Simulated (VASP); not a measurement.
## Os: single point with LDA

The system is Os.

```
Os
1.0
     2.71752    0.00000    0.00000
    -1.35876    2.35345    0.00000
     0.00000    0.00000    4.28446
Os
2
Direct
  0.33333 0.66667 0.25000
  0.66667 0.33333 0.75000
```

```json
{"Program": "VASP 6.6.1", "Task": "single point", "Functional": "LDA", "Potentials or basis": "VASP PAW LDA potentials, release 64 (Os_sv_GW)", "Cutoff": "560 eV", "k mesh": "13 × 13 × 8", "Occupations": "gaussian, width 0.1 eV", "Spin": "no spin polarisation"}
```

```
Pressure               : 0.4 GPa
Band gap on the k mesh : zero (bands 16 and 17 overlap by 3.96 eV)
```

Stress tensor (GPa, compression positive):
```
 0.77  0.00  0.00
 0.00  0.77  0.00
 0.00  0.00 -0.28
```

Levels at points of the mesh, in eV from the Fermi level:
```tsv
k point	band 12	band 13	band 14	band 15	band 16	band 17	band 18	band 19	band 20	band 21
(0.00, 0.00, 0.00)	-3.23	-2.94	-2.35	-2.35	-1.70	-1.70	0.11	1.68	1.68	9.24
(0.00, 0.00, 0.50)	-3.71	-3.43	-3.43	-3.43	-3.43	0.87	0.87	0.87	0.87	13.00
```

Wall time 67 s on 1 thread of AMD EPYC 7R43 64-Core Processor (Zen 3) (shared host), peak memory 0.16 GiB.

Caveat: spin-orbit coupling is left out, which moves the levels of the heavy elements.
